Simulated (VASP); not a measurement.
# SnBr4Cl (P-6m2) in VASP: single point with PBE

Aim: the single point of SnBr4Cl with PBE.

All numbers are computed with VASP 6.6.1; they aren't measurements. Logs are shortened: lines on timing, memory, paths and dates and some standing lists are left out, and cuts for length are marked.

### Step 1. The cell of the first run

It takes space group P-6m2 (No. 187, hexagonal). The conventional cell has a = 9.055 Å, b = 9.055 Å, c = 3.437 Å, α = 90.00°, β = 90.00°, γ = 120.00°. Within 3.6 Å of Sn (site symmetry -6m2) lie 6 Br at 2.73 Å and 2 Sn at 3.44 Å. Within 4.5 Å of Br (site symmetry -6m2) lie 8 Br at 3.44 to 3.55 Å. Br (site symmetry mm2) has 2 Sn at 2.73 Å and 6 Br at 3.44 to 3.67 Å within 3.7 Å. Cl (site symmetry -6m2) has 2 Cl at 3.44 Å within 4.5 Å.

The cell was built from a structure type or drawn by symmetry, and may not be a known phase.

### Step 2. Single point, PBE

Contents of INCAR:

```
ALGO = Normal
EDIFF = 1E-6
ENCUT = 520
GGA = PE
ISIF = 2
ISMEAR = 0
LASPH = True
LCHARG = False
LREAL = False
LWAVE = False
NBANDS = 34
NELM = 60
PREC = Accurate
SIGMA = 0.1
```

Contents of KPOINTS:

```
k-points
0
Gamma
  6 6 12
```

Contents of POSCAR:

```
SnBr4Cl
1.0
    9.0551430706      0.0000000000      0.0000000000
   -4.5275715353      7.8419839340      0.0000000000
    0.0000000000      0.0000000000      3.4369263254
Sn Br Cl
1 4 1
Direct
    0.0000000000      0.0000000000      0.0000000000
    0.3333333333      0.6666666667      0.0000000000
    0.7299196225      0.8649598112      0.5000000000
    0.1350401888      0.8649598112      0.5000000000
    0.1350401888      0.2700803775      0.5000000000
    0.6666666667      0.3333333333      0.0000000000
```

Potentials or basis: VASP PAW PBE potentials, release 64 (Sn_d, Br, Cl).

Launch:

```bash
$ cat potpaw_PBE.64/Sn_d/POTCAR potpaw_PBE.64/Br/POTCAR potpaw_PBE.64/Cl/POTCAR > POTCAR
$ mpirun -np 1 vasp_std > vasp.out
```

OUTCAR:

```text
EDIFF = 1E-6
   ENCUT = 520
   GGA = PE
   ISIF = 2
   ISMEAR = 0
   LASPH = True
   LREAL = False
   NELM = 60
   PREC = Accurate

 ion  position               nearest neighbor table
   1  0.000  0.000  0.000-   5 2.73   5 2.73   3 2.73   3 2.73   4 2.73   4 2.73
   2  0.333  0.667  0.000-
   3  0.730  0.865  0.500-   1 2.73   1 2.73
   4  0.135  0.865  0.500-   1 2.73   1 2.73
   5  0.135  0.270  0.500-   1 2.73   1 2.73
   6  0.667  0.333  0.000-

  LATTYP: Found a hexagonal cell.
 ALAT       =     9.0551430706
 C/A-ratio  =     0.3795551653

  Lattice vectors:

 A1 = (   9.0551430706,   0.0000000000,   0.0000000000)
 A2 = (  -4.5275715353,   7.8419839340,   0.0000000000)
 A3 = (   0.0000000000,   0.0000000000,   3.4369263254)

Analysis of symmetry for initial positions (statically):
=====================================================================
 Subroutine PRICEL returns:
 Original cell was already a primitive cell.

 Routine SETGRP: Setting up the symmetry group for a
 hexagonal supercell.

 Subroutine GETGRP returns: Found 12 space group operations
 (whereof 12 operations were pure point group operations)
 out of a pool of 24 trial point group operations.

The static configuration has the point symmetry D_3h.

Analysis of symmetry for dynamics (positions and initial velocities):
=====================================================================
 Subroutine PRICEL returns:
 Original cell was already a primitive cell.

 Routine SETGRP: Setting up the symmetry group for a
 hexagonal supercell.

 Subroutine GETGRP returns: Found 12 space group operations
 (whereof 12 operations were pure point group operations)
 out of a pool of 24 trial point group operations.

The dynamic configuration has the point symmetry D_3h.

 Subroutine INISYM returns: Found 12 space group operations
 (whereof 12 operations are pure point group operations),
 and found     1 'primitive' translations

----------------------------------------------------------------------------------------

                                     Primitive cell

  volume of cell :     244.0571

  direct lattice vectors                    reciprocal lattice vectors
     9.055143071  0.000000000  0.000000000     0.110434478  0.063759376  0.000000000
    -4.527571535  7.841983934  0.000000000     0.000000000  0.127518751  0.000000000
     0.000000000  0.000000000  3.436926325     0.000000000  0.000000000  0.290957648

  length of vectors
     9.055143071  9.055143071  3.436926325     0.127518751  0.127518751  0.290957648

  position of ions in fractional coordinates (direct lattice)
     0.000000000  0.000000000  0.000000000
     0.333333333  0.666666667  0.000000000
     0.729919622  0.864959811  0.500000000
     0.135040189  0.864959811  0.500000000
     0.135040189  0.270080378  0.500000000
     0.666666667  0.333333333  0.000000000

  ion indices of the primitive-cell ions
   primitive index   ion index
                 1           1
                 2           2
                 3           3
                 4           4
                 5           5
                 6           6

----------------------------------------------------------------------------------------

 KPOINTS: k-points

Automatic generation of k-mesh.
 Grid dimensions read from file:
 generate k-points for:    6    6   12

 Generating k-lattice:

  Cartesian coordinates                     Fractional coordinates (reciprocal lattice)
     0.018405746  0.010626563  0.000000000     0.166666667  0.000000000  0.000000000
     0.000000000  0.021253125  0.000000000     0.000000000  0.166666667  0.000000000
     0.000000000  0.000000000  0.024246471     0.000000000  0.000000000  0.083333333

  Length of vectors
     0.021253125  0.021253125  0.024246471

  Shift w.r.t. Gamma in fractional coordinates (k-lattice)
     0.000000000  0.000000000  0.000000000

 Subroutine IBZKPT returns following result:
 ===========================================

 Found     49 irreducible k-points:

 Following reciprocal coordinates:
            Coordinates               Weight
  0.000000  0.000000  0.000000      1.000000
  0.166667  0.000000  0.000000      6.000000
  0.333333  0.000000  0.000000      6.000000
  0.500000  0.000000  0.000000      3.000000
  0.166667  0.166667  0.000000      6.000000
  0.333333  0.166667  0.000000     12.000000
[... 16 lines left out ...]
  0.166667  0.000000  0.250000     12.000000
  0.333333  0.000000  0.250000     12.000000
 [... further k-points ...]
   k-points           NKPTS =     49   k-points in BZ     NKDIM =     49   number of bands    NBANDS=     34
   number of dos      NEDOS =    301   number of ions     NIONS =      6
   total plane-waves  NPLWV = 137200
   dimension x,y,z NGX =    70 NGY =   70 NGZ =   28
   dimension x,y,z NGXF=   140 NGYF=  140 NGZF=   56
   ions per type =               1   4   1
   NGX,Y,Z   is equivalent  to a cutoff of  12.85, 12.85, 13.54 a.u.
   NGXF,Y,Z  is equivalent  to a cutoff of  25.70, 25.70, 27.09 a.u.
 SYSTEM =  unknown system
   PREC   = accura    normal or accurate (medium, high low for compatibility)
   ISTART =      0    job   : 0-new  1-cont  2-samecut
   ICHARG =      2    charge: 1-file 2-atom 10-const
   ISPIN  =      1    spin polarized calculation?
   LNONCOLLINEAR =      F non collinear calculations
   LSORBIT =      F    spin-orbit coupling
   LASPH  =      T    aspherical Exc in radial PAW
   ENCUT  =  520.0 eV  38.22 Ry    6.18 a.u.  16.84 16.84  6.39*2*pi/ulx,y,z
   NELM   =     60;   NELMIN=  2; NELMDL= -5     # of ELM steps
   EDIFF  = 0.1E-05   stopping-criterion for ELM
   LREAL  =      F    real-space projection
   EDIFFG = 0.1E-04   stopping-criterion for IOM
   NSW    =      0    number of steps for IOM
   IBRION =     -1    ionic relax: 0-MD 1-quasi-New 2-CG
   NFREE  =      0    steps in history (QN), initial steepest desc. (CG)
   ISIF   =      2    stress and relaxation
   ISYM   =      2    0-nonsym 1-usesym 2-fastsym
   POTIM  = 0.5000    time-step for ionic-motion
   TEBEG  =    0.0;   TEEND  =   0.0 temperature during run
   PSTRESS=    0.0 pullay stress
   NELECT =      49.0000    total number of electrons
   NUPDOWN=      -1.0000    fix difference up-down
   EMIN   =  10.00;   EMAX   =-10.00  energy-range for DOS
   EFERMI =   0.00;   METHOD = LEGACY
   ISMEAR =     0;   SIGMA  =   0.10  broadening in eV -4-tet -1-fermi 0-gaus
   EFERMI_NEDOS =   21; number of points for ismear=-14 and -15
   IALGO  =     38    algorithm
   IMIX   =      4    mixing-type and parameters
     AMIX     =   0.40;   BMIX     =  1.00
     AMIX_MAG =   1.60;   BMIX_MAG =  1.00
  volume/ion in A,a.u.               =      40.68       274.50
  Fermi-wavevector in a.u.,A,eV,Ry     =   0.958612  1.811515 12.502906  0.918938
  Thomas-Fermi vector in A             =   2.087735
   LORBIT       =      0    0 simple, 1 ext, 2 COOP (PROOUT), +10 PAW based schemes
   GGA     = PE    functional components
   LHFCALC =     F    Hartree Fock is set to
   AEXX    =    0.0000 exact exchange contribution
   IVDW    =     0    specifies the selected vdW correction
   LEPSILON=     F    determine dielectric tensor
   LRPA    =     F    only Hartree local field effects (RPA)
 non-spin polarized calculation
 Gauss-broadening in eV      SIGMA  =   0.10
  energy-cutoff  :      520.00
  volume of cell :      244.06
 maximum number of plane-waves:      6619
 NGX is ok and might be reduce to    70
   NGX = 33   NGY = 33   NGZ = 13

 number of electron      48.9999999 magnetization

 Free energy of the ion-electron system (eV)
  ---------------------------------------------------
  ext. energy  EPLUGINS =         0.00000000
  ---------------------------------------------------
  free energy    TOTEN  =       -12.91725588 eV

  energy without entropy =      -12.88630737  energy(sigma->0) =      -12.90178163

 E-fermi :  -1.0344     XC(G=0):  -6.9753

 val. band max:       -1.0379904072   @ k =   0.1667   0.1667   0.4167
 cond. band min:      -1.0338578341   @ k =   0.3333   0.0000   0.5000
 fundamental gap:      0.0041325731
 Fermi energy:        -1.0344335679

 k-point     1 :       0.0000    0.0000    0.0000
  band No.  band energies     occupation
      1     -22.8848      2.00000
      2     -22.8451      2.00000
      3     -22.8451      2.00000
      4     -22.8096      2.00000
      5     -22.8096      2.00000
      6     -16.3914      2.00000
[... 26 lines left out ...]
     33       6.6042      0.00000
     34       7.7234      0.00000

 k-point     2 :       0.1667    0.0000    0.0000
  band No.  band energies     occupation
      1     -22.8848      2.00000
      2     -22.8451      2.00000
      3     -22.8451      2.00000
      4     -22.8096      2.00000
      5     -22.8096      2.00000
      6     -16.3883      2.00000
[... 26 lines left out ...]
     33       6.6731      0.00000
     34       7.4055      0.00000

 k-point     3 :       0.3333    0.0000    0.0000
  band No.  band energies     occupation
      1     -22.8848      2.00000
      2     -22.8451      2.00000
      3     -22.8451      2.00000
      4     -22.8096      2.00000
      5     -22.8096      2.00000
      6     -16.3817      2.00000
[... 26 lines left out ...]
     33       6.8612      0.00000
     34       7.0458      0.00000

 k-point     4 :       0.5000    0.0000    0.0000
  band No.  band energies     occupation
      1     -22.8848      2.00000
      2     -22.8452      2.00000
      3     -22.8451      2.00000
      4     -22.8096      2.00000
      5     -22.8096      2.00000
      6     -16.3784      2.00000
[... 26 lines left out ...]
     33       6.9416      0.00000
     34       7.0561      0.00000

 k-point     5 :       0.1667    0.1667    0.0000
  band No.  band energies     occupation
      1     -22.8848      2.00000
      2     -22.8452      2.00000
      3     -22.8451      2.00000
      4     -22.8096      2.00000
      5     -22.8096      2.00000
      6     -16.3834      2.00000
[... 621 lines left out ...]
 k-point    22 :       0.0000    0.0000    0.2500
  band No.  band energies     occupation
      1     -22.8534      2.00000
      2     -22.8534      2.00000
      3     -22.8326      2.00000
      4     -22.8326      2.00000
      5     -22.8191      2.00000
      6     -16.0499      2.00000
[... 26 lines left out ...]
     33       7.7122      0.00000
     34       7.7122      0.00000

 k-point    23 :       0.1667    0.0000    0.2500
  band No.  band energies     occupation
      1     -22.8534      2.00000
      2     -22.8534      2.00000
      3     -22.8326      2.00000
      4     -22.8326      2.00000
      5     -22.8191      2.00000
      6     -16.0476      2.00000
[... 26 lines left out ...]
     33       7.5117      0.00000
     34       7.7066      0.00000

 k-point    24 :       0.3333    0.0000    0.2500
  band No.  band energies     occupation
      1     -22.8534      2.00000
      2     -22.8534      2.00000
      3     -22.8326      2.00000
      4     -22.8326      2.00000
      5     -22.8191      2.00000
      6     -16.0428      2.00000
[... 26 lines left out ...]
     33       7.2383      0.00000
     34       7.7164      0.00000

 [... further k-points ...]

------------------------ aborting loop because EDIFF is reached ----------------------------------------

  FORCE on cell =-STRESS in cart. coord.  units (eV):
  Direction    XX          YY          ZZ          XY          YZ          ZX
  --------------------------------------------------------------------------------------
  -------------------------------------------------------------------------------------
  Total       -0.0290368     -0.0290368     -0.0824442      0.0000000      0.0000000      0.0000000
  in kB       -0.1906196     -0.1906196     -0.5412268      0.0000000      0.0000000      0.0000000
  external PRESSURE =      -0.3074887 kB  Pullay stress =       0.0000000 kB

 VOLUME and BASIS-vectors are now :
 -----------------------------------------------------------------------------
  energy-cutoff  :      520.00
  volume of cell :      244.06
      direct lattice vectors                 reciprocal lattice vectors
     9.055143071  0.000000000  0.000000000     0.110434478  0.063759376  0.000000000
    -4.527571535  7.841983934  0.000000000     0.000000000  0.127518751  0.000000000
     0.000000000  0.000000000  3.436926325     0.000000000  0.000000000  0.290957648

 POSITION                                       TOTAL-FORCE (eV/Angst)
 -----------------------------------------------------------------------------------
      0.00000      0.00000      0.00000         0.000000      0.000000      0.000000
     -0.00000      5.22799      0.00000         0.000000      0.000000      0.000000
      2.69336      6.78300      1.71846        -0.001339     -0.000773      0.000000
     -2.69336      6.78300      1.71846         0.001339     -0.000773      0.000000
      0.00000      2.11797      1.71846         0.000000      0.001546     -0.000000
      4.52757      2.61399      0.00000         0.000000      0.000000      0.000000
 -----------------------------------------------------------------------------------
    total drift:                               -0.000002      0.000001     -0.000000

  FREE ENERGIE OF THE ION-ELECTRON SYSTEM (eV)
  ---------------------------------------------------
  free  energy   TOTEN  =       -12.9172558808 eV

  energy  without entropy=      -12.8863073727  energy(sigma->0) =      -12.90178163
```

It took 12 min on 1 thread of Intel Xeon 8259CL, shared host; peak memory 0.62 GiB.

What came out:

- Free energy: -12.9173 eV
- Pressure: 0.0 GPa
- Band gap on the k mesh: zero (an odd number of electrons rules out a gap without spin polarisation)

Levels at points of the mesh, in eV from the Fermi level:
| k point | band 23 | band 24 | band 25 | band 26 | band 27 | band 28 |
| --- | --- | --- | --- | --- | --- | --- |
| (0.00, 0.00, 0.00) | -0.38 | 0.47 | 0.49 | 0.56 | 4.26 | 4.26 |
| (0.50, 0.00, 0.00) | -0.40 | 0.47 | 0.51 | 1.04 | 4.03 | 4.22 |
| (0.00, 0.00, 0.50) | -0.57 | -0.57 | -0.06 | -0.06 | 3.58 | 3.58 |
| (0.50, 0.00, 0.50) | -0.55 | -0.07 | -0.07 | 0.08 | 3.41 | 3.54 |

Caveat: spin-orbit coupling is left out, which moves the levels of the heavy elements; an odd number of electrons without spin polarisation forces a metal; a magnetic or distorted state may lie lower.
